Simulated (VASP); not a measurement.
Runs of VASP 6.6.1 on SiF. The structure is that of space group R-3m (No. 166), or close to it. The cells are those of the table. 

```csv
level,cell,k mesh,grid for exact exchange (PRECFOCK),gap on the mesh (eV),pressure (GPa)
r2SCAN,"a = 4.192 Å, angles 36.5°, 2 atoms",12 × 12 × 12,-,none,-0.3
r2SCAN,"a = 3.976 Å, angles 35.4°, 2 atoms",12 × 12 × 12,-,none,29.7
PBE,"a = 4.108 Å, angles 37.2°, 2 atoms",12 × 12 × 12,-,none,(b)
r2SCAN,"a = 4.143 Å, angles 36.2°, 2 atoms",12 × 12 × 12,-,none,4.7
r2SCAN0,"a = 4.276 Å, angles 37.2°, 2 atoms",6 × 6 × 6,Normal,none,-8.7
PBE,"a = 4.165 Å, angles 37.2°, 2 atoms",12 × 12 × 12,-,none,1.8
PBE,"a = 4.049 Å, angles 38.6°, 2 atoms",10 × 10 × 10,-,none,(a)
PBE,"a = 4.194 Å, angles 37.2°, 2 atoms",12 × 12 × 12,-,none,0.0
r2SCAN,"a = 4.171 Å, angles 36.4°, 2 atoms",12 × 12 × 12,-,none,1.7
PBE,"a = 4.221 Å, angles 37.2°, 2 atoms",12 × 12 × 12,-,none,-1.7
PBE,"a = 4.339 Å, angles 35.9°, 2 atoms",10 × 10 × 10,-,none,-4.7
PBE,"a = 4.157 Å, angles 37.6°, 2 atoms",10 × 10 × 10,-,none,1.2
```

Alike in all rows: task single point; potentials or basis VASP PAW PBE potentials, release 64 (Si, F); no spin polarisation; cutoff (eV) 520; smearing fermi-dirac 0.05 eV.

Question: Estimate the missing entries.

Answer: (a) 5.9; (b) 6.2.

Caveats: some runs use coarse meshes; an odd number of electrons without spin polarisation forces a metal; a magnetic or distorted state may lie lower; the PAW data sets were made with another functional, which shifts forces and pressure a little (some runs).

A gap of «none» marks levels without a gap at the run's occupations.
